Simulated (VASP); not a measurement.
Here is a VASP 6.6.1 calculation.

The input INCAR:

```
PREC = Accurate ; ENCUT = 520
EDIFF = 1E-6 ; ISMEAR = 0
SIGMA = 0.05 ; LREAL = False
LASPH = True ; NELM = 60
ALGO = Normal ; ISIF = 2
LWAVE = False ; LCHARG = True
GGA = PS ; LELF = True
LVHAR = True ; NBANDS = 16
```

File KPOINTS:

```
regular mesh
0
Gamma
  9 9 6
```

File POSCAR:

```
AlN
1.0
    3.2818000000      0.0000000000      0.0000000000
   -1.6409000000      2.8421221701      0.0000000000
    0.0000000000      0.0000000000      4.0170000000
Al N
2 2
Direct
    0.3333333333      0.6666666667      0.7500000000
    0.6666666667      0.3333333333      0.2500000000
    0.3333333333      0.6666666667      0.2500000000
    0.6666666667      0.3333333333      0.7500000000
```

Potentials or basis: VASP PAW PBE potentials, release 64 (Al, N).

The run is started by

```bash
$ cat potpaw_PBE.64/Al/POTCAR potpaw_PBE.64/N/POTCAR > POTCAR
$ mpirun -np 1 vasp_std > vasp.out
```

(1) Predict the band gap on the k mesh.

(2) What does it give for the pressure?

Results:

(1) 3.70 eV, direct.

(2) 9.5 GPa.

Caveat: the PAW data sets were made with another functional, which shifts forces and pressure a little.
